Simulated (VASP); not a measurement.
The system is NaI.

```
I Na
1.0
     0.00000    3.17033    3.17033
     3.17033    0.00000    3.17033
     3.17033    3.17033    0.00000
I Na
1 1
Direct
  0.50000 0.50000 0.50000
  0.00000 0.00000 0.00000
```

Program: VASP 6.6.1. Alike in all runs: task single point; no spin polarisation; cell as given; cutoff (eV) 520; smearing fermi-dirac 0.05 eV.

Q: Order these runs on this cell by their band gap on the k mesh, lowest first.
A. level LDA; potentials or basis VASP PAW LDA potentials, release 64 (I, Na_pv); k mesh 6 × 6 × 6
B. level PBE; potentials or basis VASP PAW PBE potentials, release 64 (I, Na_pv); k mesh 7 × 7 × 7
C. level r2SCAN; potentials or basis VASP PAW PBE potentials, release 64 (I, Na_pv); k mesh 7 × 7 × 7
D. level PBE0; potentials or basis VASP PAW PBE potentials, release 64 (I, Na_pv); k mesh 4 × 4 × 4; grid for exact exchange (PRECFOCK) Normal

A: A (3.52 eV), B (3.81 eV), C (4.64 eV), D (5.54 eV).

Caveats: some runs use coarse meshes; spin-orbit coupling is left out, which moves the levels of the heavy elements.
